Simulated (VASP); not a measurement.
A run of VASP 6.6.1 is set up as follows.

Contents of INCAR:

```
SYSTEM = FeNi3
PREC = Accurate
ENCUT = 520
EDIFF = 1E-7
ISMEAR = 0
SIGMA = 0.1
LREAL = .False.
LASPH = .True.
NELM = 100
ALGO = Fast
ISIF = 2
LWAVE = .False.
LCHARG = .True.
GGA = PS
LELF = .True.
LVHAR = .True.
NBANDS = 27
```

Contents of KPOINTS:

```
Automatic mesh
0
Gamma
  16 16 16
  0 0 0
```

The input POSCAR:

```
FeNi3
1.0
   -1.7669790000      1.7669790000      3.5395920000
    1.7669790000     -1.7669790000      3.5395920000
    1.7669790000      1.7669790000     -3.5395920000
Fe Ni
1 3
Direct
    0.0000000000      0.0000000000      0.0000000000
    0.5000000000      0.5000000000      0.0000000000
    0.7500000000      0.2500000000      0.5000000000
    0.2500000000      0.7500000000      0.5000000000
```

Potentials or basis: VASP PAW PBE potentials, release 64 (Fe, Ni).

Launch:

```bash
$ cat potpaw_PBE.64/Fe/POTCAR potpaw_PBE.64/Ni/POTCAR > POTCAR
$ mpirun -np 1 vasp_std > vasp.out
```

Task: Predict the pressure.

Result: -16.6 GPa.

Task: What does it give for the band gap on the k mesh?

Result: Zero (bands 19 and 20 overlap by 0.64 eV).

Stress tensor (GPa, compression positive):
```
-16.62   0.00   0.00
  0.00 -16.62   0.00
  0.00   0.00 -16.70
```

Caveat: the cell stands under tension; the PAW data sets were made with another functional, which shifts forces and pressure a little; the run has no spin polarisation, though such a crystal can be magnetic. Spin polarisation is off, so any magnetic state and its effect on volume and gap are missing.
